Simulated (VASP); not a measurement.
# EuNi3 (Pm-3m) in VASP: a series of runs, part 2 of 2

VASP 6.6.1. Earlier steps stand in the parts before.

## Step 4: Single point, PBE+U, collinear spin (16.11 Å³/atom)

This run uses another cell than the first one, of 16.11 Å³/atom.

File INCAR:

```
SYSTEM = EuNi3
PREC = Accurate
ENCUT = 520
EDIFF = 1E-7
ISMEAR = 0
SIGMA = 0.05
LREAL = .FALSE.
LASPH = .TRUE.
NELM = 150
ALGO = Fast
ISIF = 2
LWAVE = .FALSE.
LCHARG = .FALSE.
ISPIN = 2
MAGMOM = 7.47 -0.46 -0.46 -0.46
LORBIT = 11
LMAXMIX = 6
LDAU = .TRUE.
LDAUTYPE = 2
LDAUL = 3 -1
LDAUU = 6 0
LDAUJ = 0 0
LDAUPRINT = 1
GGA = PE
NBANDS = 36
```

File KPOINTS:

```
Automatic mesh
0
G
  8 8 8
  0 0 0
```

File POSCAR:

```
EuNi3
1.0
    4.0091563345      0.0000000000      0.0000000000
    0.0000000000      4.0091563345      0.0000000000
    0.0000000000      0.0000000000      4.0091563345
Eu Ni
1 3
Direct
    0.0000000000      0.0000000000      0.0000000000
    0.0000000000      0.5000000000      0.5000000000
    0.5000000000      0.5000000000      0.0000000000
    0.5000000000      0.0000000000      0.5000000000
```

Potentials or basis: VASP PAW PBE potentials, release 64 (Eu, Ni).

Command:

```console
> cat potpaw_PBE.64/Eu/POTCAR potpaw_PBE.64/Ni/POTCAR > POTCAR
> mpirun -np 1 vasp_std > vasp.out
```

OUTCAR:

```text
SYSTEM = EuNi3
   PREC = Accurate
   ENCUT = 520
   EDIFF = 1E-7
   ISMEAR = 0
   LREAL = .FALSE.
   LASPH = .TRUE.
   NELM = 150
   ISIF = 2
   ISPIN = 2
   LORBIT = 11
   GGA = PE

 ion  position               nearest neighbor table
   1  0.000  0.000  0.000-   2 2.83   3 2.83   4 2.83   2 2.83   4 2.83   2 2.83   3 2.83   2 2.83
                             3 2.83   4 2.83   4 2.83   3 2.83
   2  0.000  0.500  0.500-   1 2.83   3 2.83   4 2.83   1 2.83   3 2.83   1 2.83   4 2.83   1 2.83
                             3 2.83   4 2.83   3 2.83   4 2.83
   3  0.500  0.500  0.000-   1 2.83   2 2.83   4 2.83   2 2.83   4 2.83   1 2.83   4 2.83   4 2.83
                             1 2.83   2 2.83   2 2.83   1 2.83
   4  0.500  0.000  0.500-   1 2.83   2 2.83   3 2.83   1 2.83   3 2.83   2 2.83   3 2.83   3 2.83
                             1 2.83   2 2.83   1 2.83   2 2.83

  LATTYP: Found a simple cubic cell.
 ALAT       =     4.0091563345

  Lattice vectors:

[... 2088 lines left out ...]
  --------------------------------------------------------------------------------------
  -------------------------------------------------------------------------------------
  Total       -1.4117975     -1.4117975     -1.4117975     -0.0000000      0.0000000     -0.0000000
  in kB      -35.1013661    -35.1013661    -35.1013661     -0.0000000      0.0000000     -0.0000000
  external PRESSURE =     -35.1013661 kB  Pullay stress =       0.0000000 kB

 VOLUME and BASIS-vectors are now :
 -----------------------------------------------------------------------------
  energy-cutoff  :      520.00
  volume of cell :       64.44
      direct lattice vectors                 reciprocal lattice vectors
     4.009156335  0.000000000  0.000000000     0.249429036  0.000000000  0.000000000
     0.000000000  4.009156335  0.000000000     0.000000000  0.249429036  0.000000000
     0.000000000  0.000000000  4.009156335     0.000000000  0.000000000  0.249429036

 POSITION                                       TOTAL-FORCE (eV/Angst)
 -----------------------------------------------------------------------------------
      0.00000      0.00000      0.00000         0.000000      0.000000      0.000000
      0.00000      2.00458      2.00458         0.000000      0.000000      0.000000
      2.00458      2.00458      0.00000         0.000000      0.000000      0.000000
      2.00458      0.00000      2.00458         0.000000      0.000000      0.000000
 -----------------------------------------------------------------------------------
    total drift:                                0.000000      0.000000     -0.000000

  FREE ENERGIE OF THE ION-ELECTRON SYSTEM (eV)
  ---------------------------------------------------
  free  energy   TOTEN  =       -25.9492011583 eV

  energy  without entropy=      -25.9379238167  energy(sigma->0) =      -25.94356249

 total charge

# of ion       s       p       d       f       tot
--------------------------------------------------
    1        2.082   5.739   0.540   6.678  15.039
    2        0.447   0.258   8.372   0.000   9.078
    3        0.447   0.258   8.372   0.000   9.078
    4        0.447   0.258   8.372   0.000   9.078
--------------------------------------------------
tot          3.424   6.513  25.657   6.678  42.272

 magnetization (x)

# of ion       s       p       d       f       tot
--------------------------------------------------
    1       -0.003  -0.087   0.120   6.638   6.668
    2        0.010   0.022  -0.427   0.000  -0.395
    3        0.010   0.022  -0.427   0.000  -0.395
    4        0.010   0.022  -0.427   0.000  -0.395
--------------------------------------------------
tot          0.027  -0.022  -1.159   6.638   5.483
```

OSZICAR:

```text
N       E                     dE             d eps       ncg     rms          rms(c)
DAV:   1     0.311553454029E+03    0.31155E+03   -0.18521E+04  6712   0.528E+03
DAV:   2     0.324647255409E+02   -0.27909E+03   -0.24077E+03  5832   0.435E+02
DAV:   3    -0.195136743206E+02   -0.51978E+02   -0.48788E+02  6080   0.168E+02
[... 50 lines left out ...]
RMM:  54    -0.259492005602E+02   -0.18504E-06   -0.15808E-06  5640   0.141E-02    0.489E-03
RMM:  55    -0.259492007121E+02   -0.15193E-06   -0.12742E-06  5473   0.130E-02    0.462E-03
RMM:  56    -0.259492008498E+02   -0.13766E-06   -0.11672E-06  5451   0.120E-02    0.521E-03
RMM:  57    -0.259492009650E+02   -0.11526E-06   -0.98416E-07  5284   0.114E-02    0.539E-03
RMM:  58    -0.259492010674E+02   -0.10236E-06   -0.85754E-07  5305   0.109E-02    0.392E-03
RMM:  59    -0.259492011583E+02   -0.90877E-07   -0.75420E-07  5105   0.101E-02
   1 F= -.25949201E+02 E0= -.25943562E+02  d E =-.112773E-01  mag=     5.9220
```

stdout:

```text
POSCAR found type information on POSCAR EuNi
 POSCAR found :  2 types and       4 ions
 scaLAPACK will be used
 LDA part: xc-table for (Slater+PW92), standard interpolation
 POSCAR, INCAR and KPOINTS ok, starting setup
 FFT: planning ... GRIDC
[... 103 lines left out ...]
WARNING in EDDRMM: call to ZHEGV failed, returncode =   8  4     16
WARNING in EDDRMM: call to ZHEGV failed, returncode =   8  4      5
 num prob  num prob  num prob  num prob  num prob WARNING in EDDRMM: call to ZHEGV failed, returncode =   8  4      2
WARNING in EDDRMM: call to ZHEGV failed, returncode =   8  4      6
WARNING in EDDRMM: call to ZHEGV failed, returncode =   8  4      7
WARNING in EDDRMM: call to ZHEGV failed, returncode =   8  4      8
WARNING in EDDRMM: call to ZHEGV failed, returncode =   8  4     13
WARNING in EDDRMM: call to ZHEGV failed, returncode =   8  4     14
WARNING in EDDRMM: call to ZHEGV failed, returncode =   8  4      6
WARNING in EDDRMM:
```

Wall time 6.5 min (1 thread of Intel Xeon Platinum 8488C (Sapphire Rapids), shared host); peak memory 0.29 GiB.

What came out:

* Free energy: -25.9492 eV
* Pressure: -3.5 GPa
* Net moment: 5.92 μB per cell
* Site moments: Eu +6.67; Ni -0.40 μB
* Valence electrons inside the program's atomic spheres: Eu 15.04; Ni 9.08

Eigenvalues of the final occupation matrices:
```csv
site,spin,trace,eigenvalues
site 1 f,1,6.67,0.94 0.94 0.94 0.96 0.96 0.96 0.97
site 1 f,2,0.02,0.00 0.00 0.00 0.00 0.00 0.00 0.00
```

Caveat: the cell stands under tension; spin-orbit coupling is left out, which moves the levels of the heavy elements.

## Step 5: Single point, PBE+U, collinear spin (16.57 Å³/atom)

This run uses another cell than the first one, of 16.57 Å³/atom.

File INCAR:

```
PREC = Accurate ; ENCUT = 520
EDIFF = 1E-6 ; ISMEAR = 0
SIGMA = 0.05 ; LREAL = False
LASPH = True ; NELM = 150
ALGO = Normal ; ISIF = 2
LWAVE = False ; LCHARG = False
ISPIN = 2 ; MAGMOM = 7.49 -0.46 -0.46 -0.46
LORBIT = 11 ; LMAXMIX = 6
LDAU = True ; LDAUTYPE = 2
LDAUL = 3 -1 ; LDAUU = 6 0
LDAUJ = 0 0 ; LDAUPRINT = 1
GGA = PE ; NBANDS = 36
```

File KPOINTS:

```
Automatic mesh
0
Gamma
  8 8 8
```

File POSCAR:

```
EuNi3
1.0
    4.0473410739      0.0000000000      0.0000000000
    0.0000000000      4.0473410739      0.0000000000
    0.0000000000      0.0000000000      4.0473410739
Eu Ni
1 3
Direct
    0.0000000000      0.0000000000      0.0000000000
    0.0000000000      0.5000000000      0.5000000000
    0.5000000000      0.5000000000      0.0000000000
    0.5000000000      0.0000000000      0.5000000000
```

Command:

```console
> cat potpaw_PBE.64/Eu/POTCAR potpaw_PBE.64/Ni/POTCAR > POTCAR
> mpirun -np 1 vasp_std > vasp.out
```

Run time: 2.6 min. Hardware: 1 thread of Intel Xeon Platinum 8488C (Sapphire Rapids), shared host; peak memory 0.29 GiB.

Results (log left out):

```
Free energy                                           : -25.8981 eV
Pressure                                              : -5.3 GPa
Net moment                                            : 5.92 μB per cell
Site moments                                          : Eu +6.68; Ni -0.40 μB
Valence electrons inside the program's atomic spheres : Eu 15.02; Ni 9.05
```

Levels at points of the mesh, in eV from the Fermi level:
Spin up:
```csv
k point,band 22,band 23,band 24,band 25,band 26,band 27,band 28,band 29,band 30,band 31
"(0.00, 0.00, 0.00)",-0.30,-0.30,-0.02,0.22,0.22,0.22,2.80,2.80,3.39,3.39
"(0.50, 0.00, 0.00)",-0.46,-0.29,-0.25,-0.13,-0.13,-0.01,0.22,2.21,2.21,2.54
"(0.50, 0.50, 0.00)",-0.49,-0.47,-0.47,-0.32,-0.24,-0.24,0.06,1.35,1.35,3.24
"(0.50, 0.50, 0.50)",-0.53,-0.53,0.07,0.07,0.07,0.46,1.73,1.73,1.73,2.28
```
Spin down:
```csv
k point,band 17,band 18,band 19,band 20,band 21,band 22,band 23,band 24
"(0.00, 0.00, 0.00)",-0.44,-0.38,-0.38,-0.38,2.95,2.95,3.44,3.44
"(0.50, 0.00, 0.00)",-0.92,-0.92,-0.90,-0.58,-0.38,2.58,2.58,2.88
"(0.50, 0.50, 0.00)",-0.95,-0.95,-0.89,-0.88,-0.25,1.18,1.18,3.77
"(0.50, 0.50, 0.50)",-0.46,-0.46,-0.46,-0.01,1.53,1.53,1.53,2.77
```

Eigenvalues of the final occupation matrices:
| site | spin | trace | eigenvalues |
| --- | --- | --- | --- |
| site 1 f | 1 | 6.68 | 0.94 0.94 0.94 0.96 0.96 0.96 0.97 |
| site 1 f | 2 | 0.02 | 0.00 0.00 0.00 0.00 0.00 0.00 0.00 |

Caveat: the cell stands under tension; spin-orbit coupling is left out, which moves the levels of the heavy elements.

## Step 6: Summary

```csv
U,cell,gap on the mesh (eV),pressure (GPa),moment (μB)
Eu f U = 2.0 eV,"a = 3.957 Å, 4 atoms",none,-2.3,5.89
Eu f U = 6.0 eV,"a = 3.983 Å, 4 atoms",none,-2.1,5.92
Eu f U = 6.0 eV,"a = 4.009 Å, 4 atoms",none,-3.5,5.92
Eu f U = 6.0 eV,"a = 4.047 Å, 4 atoms",none,-5.3,5.92
```

Alike in all rows: task single point; level PBE+U; potentials or basis VASP PAW PBE potentials, release 64 (Eu, Ni); spin collinear; k mesh 8 × 8 × 8; cutoff (eV) 520; smearing gaussian 0.05 eV.

Caveats: spin-orbit coupling is left out, which moves the levels of the heavy elements; the cell stands under tension (at least some runs).

Absolute energies hang on the potentials; compare differences alone.
